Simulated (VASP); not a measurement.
# Li2ZrO2: single point with PBE

The system is Li2ZrO2.

```xyz
10
Lattice="3.2558 0.0000 0.0000 -1.6279 2.8196 0.0000 0.0000 0.0000 13.3491" Properties=species:S:1:pos:R:3 pbc="T T T"
Li    0.0000    0.0000    8.0815
Li    0.0000    0.0000    5.2676
Li    0.0000    0.0000    1.4070
Li    0.0000    0.0000   11.9422
Zr    1.6279    0.9399   10.0119
Zr    0.0000    1.8798    3.3373
O     1.6279    0.9399    0.0088
O     0.0000    1.8798   13.3403
O     0.0000    1.8798    6.6834
O     1.6279    0.9399    6.6657
```

The cell was generated, and may not be a known phase.

* Program: VASP 6.6.1
* Task: single point
* Functional: PBE
* Potentials or basis: VASP PAW PBE potentials, release 64 (Li_sv, Zr_sv, O)
* Cutoff: 520 eV
* k mesh: 6 × 6 × 2
* Occupations: gaussian, width 0.1 eV
* Spin: no spin polarisation

| Property | Result |
| --- | --- |
| Largest force | 2.842 eV/Å |
| Band gap on the k mesh | zero (bands 30 and 31 overlap by 0.88 eV) |

Forces in eV/Å, atoms in the order of the input:
```
Li   0.000  0.000 -2.842
Li   0.000  0.000  2.842
Li   0.000  0.000 -2.842
Li   0.000  0.000  2.842
Zr   0.000  0.000  0.000
Zr   0.000  0.000  0.000
O    0.000  0.000 -0.925
O    0.000  0.000  0.925
O    0.000  0.000 -0.925
O    0.000  0.000  0.925
```

Levels at points of the mesh, in eV from the Fermi level:
```
           k point  band 28  band 29  band 30  band 31  band 32  band 33
(0.00, 0.00, 0.00)    -0.12    -0.11    -0.11     0.03     0.52     0.71
(0.50, 0.00, 0.00)    -1.10     0.37     0.59     0.86     1.35     1.50
(0.00, 0.00, 0.50)    -0.12    -0.12    -0.12     0.10     0.10     1.07
(0.50, 0.00, 0.50)    -1.15     0.53     0.53     1.09     1.09     1.52
```

Run time: 2.4 min on 1 thread of Intel Xeon 8259CL (shared host), peak memory 0.25 GiB.

Caveat: the k points lie up to 0.37 Å⁻¹ apart, too coarse for converged energies and pressures of a metal; forces of over 1 eV/Å act on the atoms, so gaps and moduli don't describe the material at rest.
